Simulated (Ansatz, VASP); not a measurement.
## RbAu5 in VASP and in Ansatz

Contents of INCAR:

```
ALGO = Normal
EDIFF = 1E-7
EDIFFG = -0.005
ENCUT = 500
GGA_COMPAT = False
IBRION = 2
ISIF = 3
ISMEAR = 0
LASPH = True
LCHARG = False
LREAL = False
LWAVE = False
NELM = 120
NELMIN = 4
NSW = 70
PREC = Accurate
SIGMA = 0.1
```

File KPOINTS:

```
k-points
0
Gamma
  6 6 8
```

Contents of POSCAR:

```
RbAu5
1.0
    5.9364900040      0.0000000000      0.0000000000
   -2.9682450020      5.1411511528      0.0000000000
    0.0000000000      0.0000000000      4.4794449451
Rb Au
1 5
Direct
    0.0000000000      0.0000000000      0.0000000000
    0.3333333333      0.6666666667      0.0000000000
    0.6666666667      0.3333333333      0.0000000000
    0.5000000000      0.0000000000      0.5000000000
    0.5000000000      0.5000000000      0.5000000000
    0.0000000000      0.5000000000      0.5000000000
```

Input for Ansatz:

```yaml
crystal:
  lattice:
    - [5.936490004, 0.0, 0.0]
    - [-2.968245002, 5.1411511528, 0.0]
    - [0.0, 0.0, 4.4794449451]
  atoms:
    - { symbol: Rb, position: [0.0, 0.0, 0.0] }
    - { symbol: Au, position: [0.3333333333, 0.6666666667, 0.0] }
    - { symbol: Au, position: [0.6666666667, 0.3333333333, 0.0] }
    - { symbol: Au, position: [0.5, 0.0, 0.5] }
    - { symbol: Au, position: [0.5, 0.5, 0.5] }
    - { symbol: Au, position: [0.0, 0.5, 0.5] }
basis:
  ecutwfc: 420
kpoints:
  mp_grid: { grid: [6, 6, 8] }
hamiltonian:
  xc: lda
scf:
  occupations: { method: gaussian, width: 0.1 }
output:
  forces: true
  stress: true
  eigenvalues: true
relax:
  adjacent_minimum: "off"
  f_tol: 0.005
  max_steps: 50
  cell: { stress_tol: 0.05 }
```

Alike in both runs: task relaxation of cell and atoms; functional LDA; k mesh 6 × 6 × 8; occupations gaussian, width 0.1 eV; no spin polarisation.

|  | VASP | Ansatz |
| --- | --- | --- |
| version | VASP 6.6.1 | Ansatz 0.2.0 |
| potentials or method | VASP PAW LDA potentials, release 64 (Rb_sv, Au_sv_GW), cutoff 500 eV | scalar-relativistic, plane waves, PAW |
| valence electrons in the cell | 104 | 104 |

```csv
,VASP,Ansatz,Ansatz less VASP
"gap on the k mesh at the Fermi level, each at its own relaxed structure (eV)",none,none,-
relaxed volume (Å³/atom),20.58,20.55,-0.027
relaxed length of the cell vector where the two differ most in proportion (Å),5.683,5.679,-0.0041
```

LDA's correlation is that of Perdew and Zunger in VASP and of Perdew and Wang (1992) in Ansatz. A gap of «none» marks a metal or a gap that the smearing closes.

Spin-orbit coupling is off throughout.
